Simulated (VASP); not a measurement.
# MnF2 (P-3m1) in VASP: further runs

MnF2 is run at these levels: PBE+U; tasks: single point.

All numbers are computed with VASP 6.6.1; they aren't measurements. Logs are shortened: lines on timing, memory, paths and dates and some standing lists are left out, and cuts for length are marked.

## 1. The cell of the first run

Symmetry: P-3m1, No. 164, trigonal system. Conventional cell: a = 3.364 Å, b = 3.364 Å, c = 4.713 Å, α = 90.00°, β = 90.00°, γ = 120.00°. Mn (site symmetry -3m) has 6 F at 2.17 Å within 2.9 Å. Within 2.9 Å of F (site symmetry 3m) lie 3 Mn at 2.17 Å and 3 F at 2.74 Å.

## 2. Single point, PBE+U, collinear spin, ferromagnetic start (15.40 Å³/atom)

INCAR reads:

```
PREC = Accurate ; ENCUT = 520
EDIFF = 1E-6 ; ISMEAR = 0
SIGMA = 0.05 ; LREAL = F
LASPH = T ; NELM = 150
ALGO = Normal ; ISIF = 2
LWAVE = F ; LCHARG = T
ISPIN = 2 ; MAGMOM = 4.72 0.07 0.07
LORBIT = 11 ; LMAXMIX = 4
LDAU = T ; LDAUTYPE = 2
LDAUL = 2 -1 ; LDAUU = 3.9 0
LDAUJ = 0 0 ; LDAUPRINT = 1
GGA = PE ; LELF = T
LVHAR = T ; NBANDS = 24
```

KPOINTS reads:

```
Automatic mesh
0
Gamma
  8 8 6
```

POSCAR reads:

```
MnF2
1.0
    3.3641736522      0.0000000000      0.0000000000
   -1.6820868261      2.9134598456      0.0000000000
    0.0000000000      0.0000000000      4.7132346458
Mn F
1 2
Direct
    0.0000000000      0.0000000000      0.0000000000
    0.3333333333      0.6666666667      0.2050514966
    0.6666666667      0.3333333333      0.7949485034
```

Potentials or basis: VASP PAW PBE potentials, release 64 (Mn_pv, F).

Started as:

```bash
> cat potpaw_PBE.64/Mn_pv/POTCAR potpaw_PBE.64/F/POTCAR > POTCAR
> mpirun -np 1 vasp_std > vasp.out
```

OUTCAR:

```text
PREC = Accurate
   ENCUT = 520
   EDIFF = 1E-6
   ISMEAR = 0
   LREAL = F
   LASPH = T
   NELM = 150
   ISIF = 2
   ISPIN = 2
   LORBIT = 11
   GGA = PE

 ion  position               nearest neighbor table
   1  0.000  0.000  0.000-   2 2.17   3 2.17   3 2.17   2 2.17   3 2.17   2 2.17
   2  0.333  0.667  0.205-   1 2.17   1 2.17   1 2.17
   3  0.667  0.333  0.795-   1 2.17   1 2.17   1 2.17

  LATTYP: Found a hexagonal cell.
 ALAT       =     3.3641736522
 C/A-ratio  =     1.4010081325

  Lattice vectors:

 A1 = (   3.3641736522,   0.0000000000,   0.0000000000)
 A2 = (  -1.6820868261,   2.9134598456,   0.0000000000)
 A3 = (   0.0000000000,   0.0000000000,   4.7132346458)

Analysis of symmetry for initial positions (statically):
=====================================================================
 Subroutine PRICEL returns:
 Original cell was already a primitive cell.

 Routine SETGRP: Setting up the symmetry group for a
 hexagonal supercell.

 Subroutine GETGRP returns: Found 12 space group operations
 (whereof 12 operations were pure point group operations)
 out of a pool of 24 trial point group operations.

The static configuration has the point symmetry D_3d.

Analysis of symmetry for dynamics (positions and initial velocities):
=====================================================================
 Subroutine PRICEL returns:
 Original cell was already a primitive cell.

 Routine SETGRP: Setting up the symmetry group for a
 hexagonal supercell.

 Subroutine GETGRP returns: Found 12 space group operations
 (whereof 12 operations were pure point group operations)
 out of a pool of 24 trial point group operations.

The dynamic configuration has the point symmetry D_3d.

Analysis of structural, dynamic, and magnetic symmetry:
=====================================================================
 Subroutine PRICEL returns:
 Original cell was already a primitive cell.

 Routine SETGRP: Setting up the symmetry group for a
 hexagonal supercell.

 Subroutine GETGRP returns: Found 12 space group operations
 (whereof 12 operations were pure point group operations)
 out of a pool of 24 trial point group operations.

The overall configuration has the point symmetry D_3d.

 Subroutine INISYM returns: Found 12 space group operations
 (whereof 12 operations are pure point group operations),
 and found     1 'primitive' translations

----------------------------------------------------------------------------------------

                                     Primitive cell

  volume of cell :      46.1962

  direct lattice vectors                    reciprocal lattice vectors
     3.364173652  0.000000000  0.000000000     0.297249816  0.171617261  0.000000000
    -1.682086826  2.913459846  0.000000000     0.000000000  0.343234523  0.000000000
     0.000000000  0.000000000  4.713234646     0.000000000  0.000000000  0.212168516

  length of vectors
     3.364173652  3.364173652  4.713234646     0.343234523  0.343234523  0.212168516

  position of ions in fractional coordinates (direct lattice)
     0.000000000  0.000000000  0.000000000
     0.333333333  0.666666667  0.205051497
     0.666666667  0.333333333  0.794948503

  ion indices of the primitive-cell ions
   primitive index   ion index
                 1           1
                 2           2
                 3           3

----------------------------------------------------------------------------------------

 KPOINTS: Automatic mesh

Automatic generation of k-mesh.
 Grid dimensions read from file:
 generate k-points for:    8    8    6

 Generating k-lattice:

  Cartesian coordinates                     Fractional coordinates (reciprocal lattice)
     0.037156227  0.021452158  0.000000000     0.125000000  0.000000000  0.000000000
     0.000000000  0.042904315  0.000000000     0.000000000  0.125000000  0.000000000
     0.000000000  0.000000000  0.035361419     0.000000000  0.000000000  0.166666667

  Length of vectors
     0.042904315  0.042904315  0.035361419

  Shift w.r.t. Gamma in fractional coordinates (k-lattice)
     0.000000000  0.000000000  0.000000000

 Subroutine IBZKPT returns following result:
 ===========================================

 Found     50 irreducible k-points:

 Following reciprocal coordinates:
            Coordinates               Weight
  0.000000  0.000000  0.000000      1.000000
  0.125000  0.000000  0.000000      6.000000
  0.250000  0.000000  0.000000      6.000000
  0.375000  0.000000  0.000000      6.000000
  0.500000  0.000000  0.000000      3.000000
  0.125000  0.125000  0.000000      6.000000
[... 16 lines left out ...]
 -0.125000  0.500000  0.166667     12.000000
  0.250000  0.250000  0.166667     12.000000
 [... further k-points ...]
   k-points           NKPTS =     50   k-points in BZ     NKDIM =     50   number of bands    NBANDS=     24
   number of dos      NEDOS =    301   number of ions     NIONS =      3
   total plane-waves  NPLWV =  28224
   dimension x,y,z NGX =    28 NGY =   28 NGZ =   36
   dimension x,y,z NGXF=    56 NGYF=   56 NGZF=   72
   ions per type =               1   2
   NGX,Y,Z   is equivalent  to a cutoff of  13.84, 13.84, 12.70 a.u.
   NGXF,Y,Z  is equivalent  to a cutoff of  27.67, 27.67, 25.40 a.u.
 SYSTEM =  unknown system
   PREC   = accura    normal or accurate (medium, high low for compatibility)
   ISTART =      0    job   : 0-new  1-cont  2-samecut
   ICHARG =      2    charge: 1-file 2-atom 10-const
   ISPIN  =      2    spin polarized calculation?
   LNONCOLLINEAR =      F non collinear calculations
   LSORBIT =      F    spin-orbit coupling
   LASPH  =      T    aspherical Exc in radial PAW
   ENCUT  =  520.0 eV  38.22 Ry    6.18 a.u.   6.26  6.26  8.76*2*pi/ulx,y,z
   NELM   =    150;   NELMIN=  2; NELMDL= -5     # of ELM steps
   EDIFF  = 0.1E-05   stopping-criterion for ELM
   LREAL  =      F    real-space projection
   EDIFFG = 0.1E-04   stopping-criterion for IOM
   NSW    =      0    number of steps for IOM
   IBRION =     -1    ionic relax: 0-MD 1-quasi-New 2-CG
   NFREE  =      0    steps in history (QN), initial steepest desc. (CG)
   ISIF   =      2    stress and relaxation
   ISYM   =      2    0-nonsym 1-usesym 2-fastsym
   POTIM  = 0.5000    time-step for ionic-motion
   TEBEG  =    0.0;   TEEND  =   0.0 temperature during run
   PSTRESS=    0.0 pullay stress
   NELECT =      27.0000    total number of electrons
   NUPDOWN=      -1.0000    fix difference up-down
   EMIN   =  10.00;   EMAX   =-10.00  energy-range for DOS
   EFERMI =   0.00;   METHOD = LEGACY
   ISMEAR =     0;   SIGMA  =   0.05  broadening in eV -4-tet -1-fermi 0-gaus
   EFERMI_NEDOS =   21; number of points for ismear=-14 and -15
   IALGO  =     38    algorithm
   IMIX   =      4    mixing-type and parameters
     AMIX     =   0.40;   BMIX     =  1.00
     AMIX_MAG =   1.60;   BMIX_MAG =  1.00
  volume/ion in A,a.u.               =      15.40       103.92
  Fermi-wavevector in a.u.,A,eV,Ry     =   1.368760  2.586581 25.490562  1.873503
  Thomas-Fermi vector in A             =   2.494695
   LORBIT       =     11    0 simple, 1 ext, 2 COOP (PROOUT), +10 PAW based schemes
 LDA+U is selected, type is set to LDAUTYPE =  2
   angular momentum for each species LDAUL =     2   -1
   U (eV)           for each species LDAUU =   3.9  0.0
   J (eV)           for each species LDAUJ =   0.0  0.0
   GGA     = PE    functional components
   LHFCALC =     F    Hartree Fock is set to
   AEXX    =    0.0000 exact exchange contribution
   IVDW    =     0    specifies the selected vdW correction
   LEPSILON=     F    determine dielectric tensor
   LRPA    =     F    only Hartree local field effects (RPA)
 spin polarized calculation
 Gauss-broadening in eV      SIGMA  =   0.05
  energy-cutoff  :      520.00
  volume of cell :       46.20
 maximum number of plane-waves:      1266
 NGX is ok and might be reduce to    28
   NGX = 13   NGY = 13   NGZ = 17

atom =   1  type =  1  l = 2

 onsite density matrix

spin component  1

  0.9639 -0.0000  0.0000 -0.0161  0.0000
 -0.0000  0.9628 -0.0000 -0.0000 -0.0161
  0.0000 -0.0000  0.9448 -0.0000  0.0000
 -0.0161 -0.0000 -0.0000  0.9628 -0.0000
  0.0000 -0.0161  0.0000 -0.0000  0.9639

spin component  2

  0.0356  0.0000 -0.0000 -0.0219  0.0000
  0.0000  0.0322 -0.0000 -0.0000 -0.0219
 -0.0000 -0.0000  0.0123  0.0000  0.0000
 -0.0219 -0.0000  0.0000  0.0322  0.0000
  0.0000 -0.0219  0.0000  0.0000  0.0356

 occupancies and eigenvectors

  o =  0.0119  v =  0.0000  0.0000  0.0000  0.0000  0.0000  0.6787  0.0000 -0.0000  0.7344  0.0000      0.0000  0.0000  0.0000  0.0000  0.0000  0.0000  0.0000  0.0000  0.0000  0.0000
  o =  0.0119  v =  0.0000  0.0000  0.0000  0.0000  0.0000  0.0000 -0.7344  0.0000  0.0000 -0.6787      0.0000  0.0000  0.0000  0.0000  0.0000  0.0000  0.0000  0.0000  0.0000  0.0000
  o =  0.0123  v =  0.0000  0.0000  0.0000  0.0000  0.0000 -0.0000  0.0000  1.0000 -0.0000  0.0000      0.0000  0.0000  0.0000  0.0000  0.0000  0.0000  0.0000  0.0000  0.0000  0.0000
  o =  0.0559  v =  0.0000  0.0000  0.0000  0.0000  0.0000 -0.7344  0.0000 -0.0000  0.6787 -0.0000      0.0000  0.0000  0.0000  0.0000  0.0000  0.0000  0.0000  0.0000  0.0000  0.0000
  o =  0.0559  v =  0.0000  0.0000  0.0000  0.0000  0.0000  0.0000  0.6787 -0.0000 -0.0000 -0.7344      0.0000  0.0000  0.0000  0.0000  0.0000  0.0000  0.0000  0.0000  0.0000  0.0000
  o =  0.9448  v =  0.0000 -0.0000  1.0000  0.0000 -0.0000  0.0000  0.0000  0.0000  0.0000  0.0000      0.0000  0.0000  0.0000  0.0000  0.0000  0.0000  0.0000  0.0000  0.0000  0.0000
  o =  0.9472  v =  0.6944  0.0000 -0.0000  0.7196 -0.0000  0.0000  0.0000  0.0000  0.0000  0.0000      0.0000  0.0000  0.0000  0.0000  0.0000  0.0000  0.0000  0.0000  0.0000  0.0000
  o =  0.9472  v =  0.0000  0.7196  0.0000  0.0000  0.6944  0.0000  0.0000  0.0000  0.0000  0.0000      0.0000  0.0000  0.0000  0.0000  0.0000  0.0000  0.0000  0.0000  0.0000  0.0000
  o =  0.9795  v = -0.7196  0.0000 -0.0000  0.6944 -0.0000  0.0000  0.0000  0.0000  0.0000  0.0000      0.0000  0.0000  0.0000  0.0000  0.0000  0.0000  0.0000  0.0000  0.0000  0.0000
  o =  0.9795  v =  0.0000  0.6944 -0.0000 -0.0000 -0.7196  0.0000  0.0000  0.0000  0.0000  0.0000      0.0000  0.0000  0.0000  0.0000  0.0000  0.0000  0.0000  0.0000  0.0000  0.0000

 number of electron      27.0000003 magnetization       5.0000006

 Free energy of the ion-electron system (eV)
  ---------------------------------------------------
  ext. energy  EPLUGINS =         0.00000000
  ---------------------------------------------------
  free energy    TOTEN  =       -18.69385435 eV

  energy without entropy =      -18.69385435  energy(sigma->0) =      -18.69385435

 E-fermi :   0.5062     XC(G=0):  -8.7928

 val. band max:        0.1095026323   @ k =   0.0000   0.0000   0.5000
 cond. band min:       3.1587759635   @ k =   0.0000   0.0000   0.0000
 fundamental gap:      3.0492733312
 Fermi energy:         0.5062099114

 spin component 1

 k-point     1 :       0.0000    0.0000    0.0000
  band No.  band energies     occupation
      1     -48.3716      1.00000
      2     -48.2603      1.00000
      3     -48.2603      1.00000
      4     -22.1591      1.00000
      5     -21.5149      1.00000
      6      -5.1073      1.00000
[... 637 lines left out ...]
     23      15.8786      0.00000
     24      18.0730      0.00000

 [... further k-points ...]

 spin component 2

 k-point     1 :       0.0000    0.0000    0.0000
  band No.  band energies     occupation
      1     -43.3281      1.00000
      2     -43.2004      1.00000
      3     -43.2004      1.00000
      4     -22.0175      1.00000
      5     -21.3962      1.00000
      6      -4.0835      1.00000
[... 637 lines left out ...]
     23      16.6379      0.00000
     24      19.2596      0.00000

 [... further k-points ...]

------------------------ aborting loop because EDIFF is reached ----------------------------------------

  FORCE on cell =-STRESS in cart. coord.  units (eV):
  Direction    XX          YY          ZZ          XY          YZ          ZX
  --------------------------------------------------------------------------------------
  -------------------------------------------------------------------------------------
  Total       -0.0824920     -0.0824920     -0.0390880      0.0000000     -0.0000000     -0.0000000
  in kB       -2.8609871     -2.8609871     -1.3556499      0.0000000     -0.0000000     -0.0000000
  external PRESSURE =      -2.3592080 kB  Pullay stress =       0.0000000 kB

 VOLUME and BASIS-vectors are now :
 -----------------------------------------------------------------------------
  energy-cutoff  :      520.00
  volume of cell :       46.20
      direct lattice vectors                 reciprocal lattice vectors
     3.364173652  0.000000000  0.000000000     0.297249816  0.171617261  0.000000000
    -1.682086826  2.913459846  0.000000000     0.000000000  0.343234523  0.000000000
     0.000000000  0.000000000  4.713234646     0.000000000  0.000000000  0.212168516

 POSITION                                       TOTAL-FORCE (eV/Angst)
 -----------------------------------------------------------------------------------
      0.00000      0.00000      0.00000        -0.000000      0.000000     -0.000000
     -0.00000      1.94231      0.96646         0.000000     -0.000000     -0.038368
      1.68209      0.97115      3.74678        -0.000000      0.000000      0.038368
 -----------------------------------------------------------------------------------
    total drift:                                0.000000     -0.000000      0.000000

  FREE ENERGIE OF THE ION-ELECTRON SYSTEM (eV)
  ---------------------------------------------------
  free  energy   TOTEN  =       -18.6938543520 eV

  energy  without entropy=      -18.6938543520  energy(sigma->0) =      -18.69385435

 total charge

# of ion       s       p       d       tot
------------------------------------------
    1        0.159   6.132   4.929  11.220
    2        1.735   4.356   0.000   6.091
    3        1.735   4.356   0.000   6.091
--------------------------------------------------
tot          3.630  14.844   4.929  23.403

 magnetization (x)

# of ion       s       p       d       tot
------------------------------------------
    1        0.024   0.020   4.640   4.684
    2        0.005   0.049   0.000   0.055
    3        0.005   0.049   0.000   0.055
--------------------------------------------------
tot          0.035   0.118   4.640   4.794
```

Wall time 56 s (1 thread of Intel Xeon Platinum 8559C (Emerald Rapids), shared host); peak memory 0.23 GiB.

Results:

```yaml
Free_energy: -18.6939 eV
Pressure: -0.2 GPa
Largest_force: 0.038 eV/Å
Band_gap_on_the_k_mesh: 3.05 eV (least direct gap 3.08 eV)
Net_moment: 5.00 μB per cell
Site_moments: Mn +4.68; F +0.06 μB
Valence_electrons_inside_the_program's_atomic_spheres: Mn 11.22; F 6.09
```

Forces on the atoms (eV/Å):
```
Mn   0.000  0.000  0.000
F    0.000  0.000 -0.038
F    0.000  0.000  0.038
```

Stress tensor (GPa, compression positive):
```
-0.29  0.00  0.00
 0.00 -0.29  0.00
 0.00  0.00 -0.14
```

Eigenvalues of the final occupation matrices:
```tsv
site	spin	trace	eigenvalues
site 1 d	1	4.80	0.94 0.95 0.95 0.98 0.98
site 1 d	2	0.15	0.01 0.01 0.01 0.06 0.06
```

Caveat: a cell with one magnetic atom can't hold antiferromagnetic order, which such compounds often take. The state reached can hang on the start; a lower one may exist.

[end of part 1 of 2]
